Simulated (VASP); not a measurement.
Write the native input for VASP 6.6.1 that does the following.

```
Task                   : single point
Functional             : PBE
Potentials or basis    : VASP PAW PBE potentials, release 64 (Na_pv)
Cutoff                 : 500 eV
k mesh                 : 7 × 7 × 7
Occupations            : fermi-dirac, width 0.02 eV
Spin                   : no spin polarisation
Dipole correction      : no
Further INCAR settings : ALGO = Normal; EDIFF = 1e-06; NBANDS = 10
```

The structure of Na lies in POSCAR:

```
Na
1.0
   -2.0951016934      2.0951016934      2.0951016934
    2.0951016934     -2.0951016934      2.0951016934
    2.0951016934      2.0951016934     -2.0951016934
Na
1
Direct
    0.0000000000      0.0000000000      0.0000000000
```

One way to write it, as run:

INCAR

```
ALGO = Normal
EDIFF = 1E-6
ENCUT = 500
GGA = PE
GGA_COMPAT = F
ISIF = 2
ISMEAR = -1
LASPH = T
LCHARG = T
LELF = T
LREAL = F
LVHAR = T
LWAVE = F
NBANDS = 10
NELM = 120
PREC = Accurate
SIGMA = 0.02
```

KPOINTS

```
k-points
0
Gamma
  7 7 7
```

Potentials or basis: VASP PAW PBE potentials, release 64 (Na_pv).

The run is started by

```bash
$ cat potpaw_PBE.64/Na_pv/POTCAR > POTCAR
$ mpirun -np 1 vasp_std > vasp.out
```

It gave:

```json
{
 "Pressure": "0.0 GPa"
}
```

Run time: 6.2 s on 1 thread of Intel(R) Xeon(R) Platinum 8559C (Emerald Rapids), with other jobs on the host, peak memory 0.14 GiB.
